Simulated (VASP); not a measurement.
Write the native input for VASP 6.6.1 that does the following.

```
Task                   : single point
Functional             : LDA
Potentials or basis    : VASP PAW LDA potentials, release 64 (W_sv)
Cutoff                 : 520 eV
k mesh                 : 15 × 15 × 8
Occupations            : fermi-dirac, width 0.1 eV
Spin                   : no spin polarisation
Dipole correction      : no
Further INCAR settings : ALGO = Normal; EDIFF = 1e-07; NBANDS = 21
```

The structure of W lies in POSCAR:

```
W
1.0
    2.6998518521      0.0000000000      0.0000000000
   -1.3499259261      2.3381402904      0.0000000000
    0.0000000000      0.0000000000      4.7914203786
W
2
Direct
    0.3333333333      0.6666666667      0.2500000000
    0.6666666667      0.3333333333      0.7500000000
```

This cell differs from its parent crystal: volume scaled by 0.96.

One way to write it, as run:

INCAR

```
SYSTEM = W
PREC = Accurate ; ENCUT = 520
EDIFF = 1E-7 ; ISMEAR = -1
SIGMA = 0.1 ; LREAL = .False.
LASPH = .True. ; NELM = 80
ALGO = Normal ; ISIF = 2
LWAVE = .False. ; LCHARG = .True.
LELF = .True. ; LVHAR = .True.
NBANDS = 21
```

KPOINTS

```
Automatic mesh
0
Gamma
  15 15 8
  0 0 0
```

Potentials or basis: VASP PAW LDA potentials, release 64 (W_sv).

Command:

```console
$ cat potpaw_LDA.64/W_sv/POTCAR > POTCAR
$ mpirun -np 1 vasp_std > vasp.out
```

Results of the run:

- Pressure: 15.7 GPa
- Band gap on the k mesh: zero (band 14 reaches 13.19 eV, above the bottom of band 15 at 11.10 eV)

Caveat: spin-orbit coupling is left out, which moves the levels of the heavy elements.

Run time: 48 s on 1 thread of Intel(R) Xeon(R) Platinum 8259CL CPU @ 2.50GHz (Skylake/Cascade Lake) (shared host), peak memory 0.18 GiB.
